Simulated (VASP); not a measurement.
# CuNi2 (P-6m2) in VASP: single point with PBE

Aim: the single point of CuNi2 with PBE.

All numbers are computed with VASP 6.6.1; they aren't measurements. Logs are shortened: lines on timing, memory, paths and dates and some standing lists are left out, and cuts for length are marked.

## Step 1: The cell of the first run

Symmetry: P-6m2, No. 187, hexagonal system. The conventional cell has a = 2.500 Å, b = 2.500 Å, c = 12.433 Å, α = 90.00°, β = 90.00°, γ = 120.00°. Within 3.3 Å of Cu (site symmetry 3m) lie 6 Cu at 2.50 Å and 6 Ni at 2.54 to 2.55 Å. Within 3.3 Å of Ni (site symmetry -6m2) lie 12 Ni at 2.49 to 2.50 Å. Ni (site symmetry 3m) has 9 Ni at 2.49 to 2.50 Å and 3 Cu at 2.55 Å within 3.3 Å. Ni (site symmetry -6m2) has 6 Ni at 2.50 Å and 6 Cu at 2.54 Å within 3.3 Å.

## Step 2: Single point, PBE, collinear spin, ferromagnetic start

File INCAR:

```
SYSTEM = CuNi2
  PREC = Accurate
  ENCUT = 520
  EDIFF = 1E-6
  ISMEAR = 0
  SIGMA = 0.1
  LREAL = .FALSE.
  LASPH = .TRUE.
  NELM = 150
  ALGO = Fast
  ISIF = 2
  LWAVE = .FALSE.
  LCHARG = .FALSE.
  ISPIN = 2
  MAGMOM = 0 0 -0.51 -0.51 -0.51 -0.51
  LORBIT = 11
  LMAXMIX = 4
  GGA = PE
  NBANDS = 44
```

File KPOINTS:

```
Automatic mesh
0
G
  6 6 2
  0 0 0
```

File POSCAR:

```
CuNi2
1.0
    2.4995946000      0.0000000000      0.0000000000
   -1.2497973000      2.1647124000      0.0000000000
    0.0000000000      0.0000000000     12.4326883000
Cu Ni
2 4
Direct
    0.0000000000      0.0000000000      0.1678940000
    0.0000000000      0.0000000000      0.8321060000
    0.0000000000      0.0000000000      0.5000000000
    0.3333333000      0.6666667000      0.3370100000
    0.3333333000      0.6666667000      0.6629900000
    0.3333333000      0.6666667000      0.0000000000
```

Potentials or basis: VASP PAW PBE potentials, release 64 (Cu, Ni).

Started as:

```
> cat potpaw_PBE.64/Cu/POTCAR potpaw_PBE.64/Ni/POTCAR > POTCAR
> mpirun -np 1 vasp_std > vasp.out
```

OUTCAR:

```text
SYSTEM = CuNi2
   PREC = Accurate
   ENCUT = 520
   EDIFF = 1E-6
   ISMEAR = 0
   LREAL = .FALSE.
   LASPH = .TRUE.
   NELM = 150
   ISIF = 2
   ISPIN = 2
   LORBIT = 11
   GGA = PE

 ion  position               nearest neighbor table
   1  0.000  0.000  0.168-   6 2.54   6 2.54   6 2.54   4 2.55   4 2.55   4 2.55
   2  0.000  0.000  0.832-   6 2.54   6 2.54   6 2.54   5 2.55   5 2.55   5 2.55
   3  0.000  0.000  0.500-   4 2.49   5 2.49   4 2.49   5 2.49   4 2.49   5 2.49
   4  0.333  0.667  0.337-   3 2.49   3 2.49   3 2.49   1 2.55   1 2.55   1 2.55
   5  0.333  0.667  0.663-   3 2.49   3 2.49   3 2.49   2 2.55   2 2.55   2 2.55
   6  0.333  0.667  0.000-   1 2.54   2 2.54   1 2.54   2 2.54   1 2.54   2 2.54

  LATTYP: Found a hexagonal cell.
 ALAT       =     2.4995946000
 C/A-ratio  =     4.9738818847

  Lattice vectors:

 A1 = (   2.4995946000,   0.0000000000,   0.0000000000)
 A2 = (  -1.2497973000,   2.1647124000,   0.0000000000)
 A3 = (   0.0000000000,   0.0000000000,  12.4326883000)

Analysis of symmetry for initial positions (statically):
=====================================================================
 Subroutine PRICEL returns:
 Original cell was already a primitive cell.

 Routine SETGRP: Setting up the symmetry group for a
 hexagonal supercell.

 Subroutine GETGRP returns: Found 12 space group operations
 (whereof 12 operations were pure point group operations)
 out of a pool of 24 trial point group operations.

The static configuration has the point symmetry D_3h.

Analysis of symmetry for dynamics (positions and initial velocities):
=====================================================================
 Subroutine PRICEL returns:
 Original cell was already a primitive cell.

 Routine SETGRP: Setting up the symmetry group for a
 hexagonal supercell.

 Subroutine GETGRP returns: Found 12 space group operations
 (whereof 12 operations were pure point group operations)
 out of a pool of 24 trial point group operations.

The dynamic configuration has the point symmetry D_3h.

Analysis of structural, dynamic, and magnetic symmetry:
=====================================================================
 Subroutine PRICEL returns:
 Original cell was already a primitive cell.

 Routine SETGRP: Setting up the symmetry group for a
 hexagonal supercell.

 Subroutine GETGRP returns: Found 12 space group operations
 (whereof 12 operations were pure point group operations)
 out of a pool of 24 trial point group operations.

The overall configuration has the point symmetry D_3h.

 Subroutine INISYM returns: Found 12 space group operations
 (whereof 12 operations are pure point group operations),
 and found     1 'primitive' translations

----------------------------------------------------------------------------------------

                                     Primitive cell

  volume of cell :      67.2721

  direct lattice vectors                    reciprocal lattice vectors
     2.499594600  0.000000000  0.000000000     0.400064875  0.230977565  0.000000000
    -1.249797300  2.164712400  0.000000000     0.000000000  0.461955131  0.000000000
     0.000000000  0.000000000 12.432688300     0.000000000  0.000000000  0.080433127

  length of vectors
     2.499594600  2.499594580 12.432688300     0.461955127  0.461955131  0.080433127

  position of ions in fractional coordinates (direct lattice)
     0.000000000  0.000000000  0.167894000
     0.000000000  0.000000000  0.832106000
     0.000000000  0.000000000  0.500000000
     0.333333300  0.666666700  0.337010000
     0.333333300  0.666666700  0.662990000
     0.333333300  0.666666700  0.000000000

  ion indices of the primitive-cell ions
   primitive index   ion index
                 1           1
                 2           2
                 3           3
                 4           4
                 5           5
                 6           6

----------------------------------------------------------------------------------------

 KPOINTS: Automatic mesh

Automatic generation of k-mesh.
 Grid dimensions read from file:
 generate k-points for:    6    6    2

 Generating k-lattice:

  Cartesian coordinates                     Fractional coordinates (reciprocal lattice)
     0.066677479  0.038496261  0.000000000     0.166666667  0.000000000  0.000000000
     0.000000000  0.076992522  0.000000000     0.000000000  0.166666667  0.000000000
     0.000000000  0.000000000  0.040216564     0.000000000  0.000000000  0.500000000

  Length of vectors
     0.076992521  0.076992522  0.040216564

  Shift w.r.t. Gamma in fractional coordinates (k-lattice)
     0.000000000  0.000000000  0.000000000

 Subroutine IBZKPT returns following result:
 ===========================================

 Found     14 irreducible k-points:

 Following reciprocal coordinates:
            Coordinates               Weight
  0.000000  0.000000  0.000000      1.000000
  0.166667  0.000000  0.000000      6.000000
  0.333333  0.000000  0.000000      6.000000
  0.500000  0.000000  0.000000      3.000000
  0.166667  0.166667  0.000000      6.000000
  0.333333  0.166667  0.000000     12.000000
  0.333333  0.333333  0.000000      2.000000
  0.000000  0.000000  0.500000      1.000000
  0.166667  0.000000  0.500000      6.000000
  0.333333  0.000000  0.500000      6.000000
  0.500000  0.000000  0.500000      3.000000
  0.166667  0.166667  0.500000      6.000000
  0.333333  0.166667  0.500000     12.000000
  0.333333  0.333333  0.500000      2.000000
   k-points           NKPTS =     14   k-points in BZ     NKDIM =     14   number of bands    NBANDS=     44
   number of dos      NEDOS =    301   number of ions     NIONS =      6
   total plane-waves  NPLWV =  38400
   dimension x,y,z NGX =    20 NGY =   20 NGZ =   96
   dimension x,y,z NGXF=    40 NGYF=   40 NGZF=  192
   ions per type =               2   4
   NGX,Y,Z   is equivalent  to a cutoff of  13.30, 13.30, 12.84 a.u.
   NGXF,Y,Z  is equivalent  to a cutoff of  26.60, 26.60, 25.67 a.u.
 SYSTEM =  CuNi2
   PREC   = accura    normal or accurate (medium, high low for compatibility)
   ISTART =      0    job   : 0-new  1-cont  2-samecut
   ICHARG =      2    charge: 1-file 2-atom 10-const
   ISPIN  =      2    spin polarized calculation?
   LNONCOLLINEAR =      F non collinear calculations
   LSORBIT =      F    spin-orbit coupling
   LASPH  =      T    aspherical Exc in radial PAW
   ENCUT  =  520.0 eV  38.22 Ry    6.18 a.u.   4.65  4.65 23.12*2*pi/ulx,y,z
   NELM   =    150;   NELMIN=  2; NELMDL= -5     # of ELM steps
   EDIFF  = 0.1E-05   stopping-criterion for ELM
   LREAL  =      F    real-space projection
   EDIFFG = 0.1E-04   stopping-criterion for IOM
   NSW    =      0    number of steps for IOM
   IBRION =     -1    ionic relax: 0-MD 1-quasi-New 2-CG
   NFREE  =      0    steps in history (QN), initial steepest desc. (CG)
   ISIF   =      2    stress and relaxation
   ISYM   =      2    0-nonsym 1-usesym 2-fastsym
   POTIM  = 0.5000    time-step for ionic-motion
   TEBEG  =    0.0;   TEEND  =   0.0 temperature during run
   PSTRESS=    0.0 pullay stress
   NELECT =      62.0000    total number of electrons
   NUPDOWN=      -1.0000    fix difference up-down
   EMIN   =  10.00;   EMAX   =-10.00  energy-range for DOS
   EFERMI =   0.00;   METHOD = LEGACY
   ISMEAR =     0;   SIGMA  =   0.10  broadening in eV -4-tet -1-fermi 0-gaus
   EFERMI_NEDOS =   21; number of points for ismear=-14 and -15
   IALGO  =     68    algorithm
   IMIX   =      4    mixing-type and parameters
     AMIX     =   0.40;   BMIX     =  1.00
     AMIX_MAG =   1.60;   BMIX_MAG =  1.00
  volume/ion in A,a.u.               =      11.21        75.66
  Fermi-wavevector in a.u.,A,eV,Ry     =   1.593164  3.010643 34.533915  2.538171
  Thomas-Fermi vector in A             =   2.691436
   LORBIT       =     11    0 simple, 1 ext, 2 COOP (PROOUT), +10 PAW based schemes
   GGA     = PE    functional components
   LHFCALC =     F    Hartree Fock is set to
   AEXX    =    0.0000 exact exchange contribution
   IVDW    =     0    specifies the selected vdW correction
   LEPSILON=     F    determine dielectric tensor
   LRPA    =     F    only Hartree local field effects (RPA)
 spin polarized calculation
 RMM-DIIS sequential band-by-band and
 Gauss-broadening in eV      SIGMA  =   0.10
  energy-cutoff  :      520.00
  volume of cell :       67.27
 maximum number of plane-waves:      1835
 NGX is ok and might be reduce to    20
   NGX =  9   NGY =  9   NGZ = 47

 number of electron      62.0000016 magnetization      -1.8280475

 Free energy of the ion-electron system (eV)
  ---------------------------------------------------
  ext. energy  EPLUGINS =         0.00000000
  ---------------------------------------------------
  free energy    TOTEN  =       -29.24917045 eV

  energy without entropy =      -29.21597597  energy(sigma->0) =      -29.23257321

 E-fermi :   8.5381     XC(G=0): -13.0548

 val. band max:        8.5333160246   @ k =   0.1667   0.1667   0.0000
 cond. band min:       8.5620222280   @ k =   0.3333   0.1667   0.5000
 fundamental gap:      0.0287062034
 Fermi energy:         8.5381107915

 spin component 1

 k-point     1 :       0.0000    0.0000    0.0000
  band No.  band energies     occupation
      1      -0.4308      1.00000
      2       0.4886      1.00000
      3       0.6618      1.00000
      4       2.9253      1.00000
      5       3.1113      1.00000
      6       3.9978      1.00000
[... 35 lines left out ...]
     42      30.9576      0.00000
     43      31.2262      0.00000

 k-point     2 :       0.1667    0.0000    0.0000
  band No.  band energies     occupation
      1       0.5009      1.00000
      2       1.3685      1.00000
      3       1.5387      1.00000
      4       3.6332      1.00000
      5       3.7822      1.00000
      6       4.4987      1.00000
[... 541 lines left out ...]
     42      19.1462      0.00000
     43      19.1663      0.00000

 k-point    14 :       0.3333    0.3333    0.5000
  band No.  band energies     occupation
      1       4.9806      1.00000
      2       4.9890      1.00000
      3       5.0917      1.00000
      4       5.1083      1.00000
      5       5.1750      1.00000
      6       5.2090      1.00000
[... 35 lines left out ...]
     42      17.4166      0.00000
     43      18.6947      0.00000
 Fermi energy:         8.5381107915

 spin component 2

 k-point     1 :       0.0000    0.0000    0.0000
  band No.  band energies     occupation
      1      -0.4198      1.00000
      2       0.5009      1.00000
      3       0.6724      1.00000
      4       2.9065      1.00000
      5       3.0672      1.00000
      6       3.8413      1.00000
[... 35 lines left out ...]
     42      31.0660      0.00000
     43      31.3057      0.00000

 k-point     2 :       0.1667    0.0000    0.0000
  band No.  band energies     occupation
      1       0.5103      1.00000
      2       1.3763      1.00000
      3       1.5451      1.00000
      4       3.6013      1.00000
      5       3.7346      1.00000
      6       4.3387      1.00000
[... 541 lines left out ...]
     42      19.0925      0.00000
     43      19.0986      0.00000

 k-point    14 :       0.3333    0.3333    0.5000
  band No.  band energies     occupation
      1       4.8602      1.00000
      2       4.8994      1.00000
      3       4.9443      1.00000
      4       4.9648      1.00000
      5       5.0429      1.00000
      6       5.0761      1.00000
[... 35 lines left out ...]
     42      17.3097      0.00000
     43      18.6565      0.00000
 [bands above 43 left out]

------------------------ aborting loop because EDIFF is reached ----------------------------------------

  FORCE on cell =-STRESS in cart. coord.  units (eV):
  Direction    XX          YY          ZZ          XY          YZ          ZX
  --------------------------------------------------------------------------------------
  -------------------------------------------------------------------------------------
  Total        0.0123817      0.0123817      0.1824718      0.0000000      0.0000000      0.0000000
  in kB        0.2948873      0.2948873      4.3458175      0.0000000      0.0000000      0.0000000
  external PRESSURE =       1.6451974 kB  Pullay stress =       0.0000000 kB

 VOLUME and BASIS-vectors are now :
 -----------------------------------------------------------------------------
  energy-cutoff  :      520.00
  volume of cell :       67.27
      direct lattice vectors                 reciprocal lattice vectors
     2.499594600  0.000000000  0.000000000     0.400064875  0.230977565  0.000000000
    -1.249797300  2.164712400  0.000000000     0.000000000  0.461955131  0.000000000
     0.000000000  0.000000000 12.432688300     0.000000000  0.000000000  0.080433127

 POSITION                                       TOTAL-FORCE (eV/Angst)
 -----------------------------------------------------------------------------------
      0.00000      0.00000      2.08737        -0.000000      0.000000     -0.031236
      0.00000      0.00000     10.34531        -0.000000      0.000000      0.031236
      0.00000      0.00000      6.21634         0.000000     -0.000000      0.000000
     -0.00000      1.44314      4.18994        -0.000000     -0.000000      0.070761
     -0.00000      1.44314      8.24275        -0.000000     -0.000000     -0.070761
     -0.00000      1.44314      0.00000         0.000000     -0.000000      0.000000
 -----------------------------------------------------------------------------------
    total drift:                                0.000001     -0.000001     -0.000000

  FREE ENERGIE OF THE ION-ELECTRON SYSTEM (eV)
  ---------------------------------------------------
  free  energy   TOTEN  =       -29.2491704512 eV

  energy  without entropy=      -29.2159759714  energy(sigma->0) =      -29.23257321

 total charge

# of ion       s       p       d       tot
------------------------------------------
    1        0.456   0.409   9.176  10.041
    2        0.456   0.409   9.176  10.041
    3        0.494   0.489   8.305   9.287
    4        0.485   0.465   8.331   9.280
    5        0.485   0.465   8.331   9.280
    6        0.478   0.443   8.356   9.277
--------------------------------------------------
tot          2.853   2.679  51.674  57.206

 magnetization (x)

# of ion       s       p       d       tot
------------------------------------------
    1        0.000   0.005  -0.014  -0.009
    2        0.000   0.005  -0.014  -0.009
    3        0.003   0.021  -0.729  -0.704
    4        0.003   0.017  -0.564  -0.545
    5        0.003   0.017  -0.564  -0.545
    6       -0.002   0.000  -0.051  -0.052
--------------------------------------------------
tot          0.008   0.065  -1.937  -1.864
```

Run time: 2.3 min. Hardware: 1 thread of AMD EPYC 7R13 (Zen 3), shared host; peak memory 0.21 GiB.

What came out:

```yaml
Free_energy: -29.2492 eV
Pressure: 0.2 GPa
Largest_force: 0.071 eV/Å
Net_moment: -1.83 μB per cell
Site_moments: Cu -0.01; Ni -0.70, -0.55, -0.05 μB
Valence_electrons_inside_the_program's_atomic_spheres: Cu 10.04; Ni 9.29, 9.28
```

Forces in eV/Å, atoms in the order of the input:
```
Cu   0.000  0.000 -0.031
Cu   0.000  0.000  0.031
Ni   0.000  0.000  0.000
Ni   0.000  0.000  0.071
Ni   0.000  0.000 -0.071
Ni   0.000  0.000  0.000
```

Stress tensor (GPa, compression positive):
```
0.03 0.00 0.00
0.00 0.03 0.00
0.00 0.00 0.43
```

Caveat: the k points lie up to 0.48 Å⁻¹ apart.
